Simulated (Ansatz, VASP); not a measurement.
LiTi12 in VASP and in Ansatz

```
Ti Li
1.0
     5.90000    0.00000    0.00000
    -4.42500    7.66432    0.00000
     0.00000    0.00000    4.68460
Ti Li
12 1
Direct
  0.00660 0.99969 0.02377
  0.14207 0.18662 0.52969
  0.95772 0.31204 0.93716
  0.14985 0.57333 0.56295
  0.99270 0.65747 0.06830
  0.16027 0.88619 0.53592
  0.50561 0.00237 0.96421
  0.67039 0.23063 0.43205
  0.51516 0.31372 0.93695
  0.70499 0.57627 0.56374
  0.52395 0.70425 0.97113
  0.66054 0.88985 0.47706
  0.33517 0.44437 0.24371
```

Alike in both runs: functional PBE; k mesh 3 × 2 × 4; occupations fermi-dirac, width 0.05 eV; no spin polarisation.

Ansatz relaxed the structure, and its values are those at the end. VASP's run is a single point on that final structure, the one shown.

|  | VASP | Ansatz |
| --- | --- | --- |
| version | VASP 6.6.1 | Ansatz 0.2.0 |
| potentials or method | VASP PAW PBE potentials, release 64 (Ti_sv, Li_sv), cutoff 520 eV | scalar-relativistic, plane waves, PAW |
| valence electrons in the cell | 147 | 147 |

|  | VASP | Ansatz | Ansatz less VASP |
| --- | --- | --- | --- |
| rms of the force components (eV/Å) | 0.026 | 0.024 | -0.0018 |

The k mesh is coarse, so the values compare programs but aren't converged. Noted on VASP's run: the cutoff is short for stress, so the pressure is rough.
